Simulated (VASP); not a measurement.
Here is a VASP 6.6.1 calculation.

The input INCAR:

```
PREC = Accurate ; ENCUT = 520
EDIFF = 1E-6 ; ISMEAR = -1
SIGMA = 0.05 ; LREAL = F
LASPH = T ; NELM = 80
ALGO = Fast ; ISIF = 2
LWAVE = F ; LCHARG = F
GGA = PE ; NBANDS = 28
```

The input KPOINTS:

```
regular mesh
0
Gamma
  8 8 8
```

POSCAR

```
NaY3
1.0
   -2.4027021810      2.4027021810      5.4285411803
    2.4027021810     -2.4027021810      5.4285411803
    2.4027021810      2.4027021810     -5.4285411803
Y Na
3 1
Direct
    0.5000000000      0.5000000000      0.0000000000
    0.2500000000      0.7500000000      0.5000000000
    0.7500000000      0.2500000000      0.5000000000
    0.0000000000      0.0000000000      0.0000000000
```

Potentials or basis: VASP PAW PBE potentials, release 64 (Y_sv, Na_pv).

Launch:

```console
$ cat potpaw_PBE.64/Y_sv/POTCAR potpaw_PBE.64/Na_pv/POTCAR > POTCAR
$ mpirun -np 1 vasp_std > vasp.out
```

Problem. Estimate the pressure.

Solution. 1.1 GPa.

Problem. What does it give for the band gap on the k mesh?

Solution. Zero (bands 20 and 21 overlap by 0.61 eV).

Stress tensor (GPa, compression positive):
```
1.24 0.00 0.00
0.00 1.24 0.00
0.00 0.00 0.82
```
